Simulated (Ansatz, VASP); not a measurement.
**Co: VASP beside Ansatz**

INCAR

```
SYSTEM = Co
PREC = Accurate ; ENCUT = 520
EDIFF = 1E-6 ; ISMEAR = -1
SIGMA = 0.05 ; LREAL = .FALSE.
LASPH = .TRUE. ; NELM = 150
ALGO = Normal ; ISIF = 2
LWAVE = .FALSE. ; LCHARG = .FALSE.
ISPIN = 2 ; MAGMOM = 2 -1
LORBIT = 11 ; LMAXMIX = 4
GGA = PS ; NBANDS = 20
```

Contents of KPOINTS:

```
Automatic mesh
0
G
  12 12 7
  0 0 0
```

Contents of POSCAR:

```
Co
1.0
    2.4873648738      0.0000000000      0.0000000000
   -1.2436824369      2.1541211692      0.0000000000
    0.0000000000      0.0000000000      4.0632895034
Co
2
Direct
    0.3333333333      0.6666666667      0.7401390000
    0.6666666667      0.3333333333      0.2598610000
```

File input.yaml:

```yaml
crystal:
  lattice:
    - [2.4873648738, 0.0, 0.0]
    - [-1.2436824369, 2.1541211692, 0.0]
    - [0.0, 0.0, 4.0632895034]
  atoms:
    - { symbol: Co, position: [0.3333333333, 0.6666666667, 0.740139], spin: 2.0 }
    - { symbol: Co, position: [0.6666666667, 0.3333333333, 0.259861], spin: -1.0 }
hamiltonian:
  xc: pbesol
  pseudopotentials: { kind: paw }
magnetization:
  spin_polarized: true
kpoints:
  mp_grid: { grid: [12, 12, 7] }
scf:
  occupations: { method: fermi_dirac, width: 0.05 }
output:
  forces: true
  stress: true
  eigenvalues: true
```

Alike in both runs: task single point; functional PBEsol; k mesh 12 × 12 × 7; occupations fermi-dirac, width 0.05 eV; collinear spin.

```csv
,VASP,Ansatz
version,VASP 6.6.1,Ansatz 0.2.0
potentials or method,"VASP PAW PBE potentials, release 64 (Co)",Ansatz PAW
plane-wave cutoff (eV),520,420
valence electrons in the cell,18,34
```

|  | VASP | Ansatz | Ansatz less VASP |
| --- | --- | --- | --- |
| gap on the k mesh at the Fermi level (eV) | none | none | - |
| pressure (GPa) | -17.0 | -9.3 | +7.63 |
| traceless stress, the component that is largest in VASP (GPa) | -0.46 | -1.93 | -1.468 |
| rms of the force components (eV/Å) | 0.305 | 0.255 | -0.0492 |
| net moment per atom (μB) | 0.00 | 1.63 | +1.631 |
| size of the moment on the site where the two differ most (μB) | 0.90 | 1.70 | +0.798 |

The net moments are unlike, so the other rows may belong to different states. VASP's potentials were made for PBE, not for PBEsol. Site moments also hang on the region over which each program counts them. Atom by atom the forces differ by 0.049 eV/Å (rms over components). A gap of «none» marks a metal or a gap that the smearing closes. VASP's potentials hold 18 valence electrons a cell and Ansatz's 34, so a difference there can come from the potentials and not from the codes.
